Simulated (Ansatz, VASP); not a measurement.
# Two plane-wave programs on KBr

```
CELL_PARAMETERS angstrom
0.00000 3.30225 3.30225
3.30225 0.00000 3.30225
3.30225 3.30225 0.00000
ATOMIC_POSITIONS crystal
K 0.00000 0.00000 0.00000
Br 0.50000 0.50000 0.50000
```

Alike in both runs: task single point; functional PBE; k mesh 4 × 4 × 4; non-collinear spin, spin-orbit coupling.

|  | VASP | Ansatz |
| --- | --- | --- |
| version | VASP 6.6.1 | Ansatz 0.2.0 |
| potentials or method | VASP PAW PBE potentials, release 64 (K_sv, Br) | plane waves, PAW |
| plane-wave cutoff (eV) | 520 | 420 |
| occupations | gaussian, width 0.01 eV | fixed |
| valence electrons in the cell | 16 | 16 |

|  | VASP | Ansatz | Ansatz less VASP |
| --- | --- | --- | --- |
| net moment per atom (μB) | 0.00 | 0.00 | 0.000 |

Ansatz's warnings: optics gap not shown off mesh.

The k mesh is coarse, so the values compare programs but aren't converged.
